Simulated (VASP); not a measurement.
A run of VASP 6.6.1:

INCAR

```
SYSTEM = BN
  ALGO = Normal
  EDIFF = 1E-7
  ENCUT = 520
  GGA = PE
  ISIF = 2
  ISMEAR = 0
  LASPH = .TRUE.
  LCHARG = .TRUE.
  LELF = .TRUE.
  LREAL = .FALSE.
  LVHAR = .TRUE.
  LWAVE = .FALSE.
  NBANDS = 16
  NELM = 100
  PREC = Accurate
  SIGMA = 0.05
```

File KPOINTS:

```
k-points
0
G
  12 12 4
  0 0 0
```

POSCAR

```
BN
1.0
    2.5039917043      0.0000000000      0.0000000000
   -1.2519958522      2.1685204268      0.0000000000
    0.0000000000      0.0000000000      6.6612000000
B N
2 2
Direct
    0.4082137731      0.6666666667      0.2500000000
    0.6667019725      0.3333333333      0.7500000000
    0.3333373456      0.6666666667      0.7500000000
    0.6088459049      0.3333333333      0.2500000000
```

Potentials or basis: VASP PAW PBE potentials, release 64 (B, N).

Run with:

```sh
$ cat potpaw_PBE.64/B/POTCAR potpaw_PBE.64/N/POTCAR > POTCAR
$ mpirun -np 1 vasp_std > vasp.out
```

Hardware: 1 thread of Intel(R) Xeon(R) Platinum 8375C CPU @ 2.90GHz (Ice Lake), on a shared host.

**Question.** Estimate the wall time of this run.

**Answer.** Run time: 100 s on 1 thread of Intel(R) Xeon(R) Platinum 8375C CPU @ 2.90GHz (Ice Lake), with other jobs on the host, peak memory 0.22 GiB. Counts: scf iterations 15, k points 222.
